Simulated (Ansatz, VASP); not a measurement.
**Rh in VASP and in Ansatz**

```
Rh
1.0
     2.70230    0.00000    0.00000
    -1.35115    2.34026    0.00000
     0.00000    0.00000    8.26200
Rh
4
Direct
  0.00000 0.00000 0.00000
  0.33333 0.66667 0.25000
  0.00000 0.00000 0.50000
  0.66667 0.33333 0.75000
```

Alike in both runs: task single point; functional PBEsol; k mesh 18 × 18 × 6; occupations gaussian, width 0.15 eV; no spin polarisation.

```csv
,VASP,Ansatz
version,VASP 6.6.1,Ansatz 0.2.0
potentials or method,"VASP PAW PBE potentials, release 64 (Rh_pv), cutoff 520 eV","scalar-relativistic, plane waves, PAW"
valence electrons in the cell,60,68
```

|  | VASP | Ansatz | Ansatz less VASP |
| --- | --- | --- | --- |
| gap on the k mesh at the Fermi level (eV) | none | none | - |
| pressure (GPa) | 13.0 | 13.1 | +0.07 |
| traceless stress, the component that is largest in VASP (GPa) | 17.54 | 17.58 | +0.040 |

VASP's potentials were made for PBE, not for PBEsol, and Ansatz warns of the same on its side. A gap of «none» marks a metal or a gap that the smearing closes. VASP's potentials hold 60 valence electrons a cell and Ansatz's 68, so a difference there can come from the potentials and not from the codes.
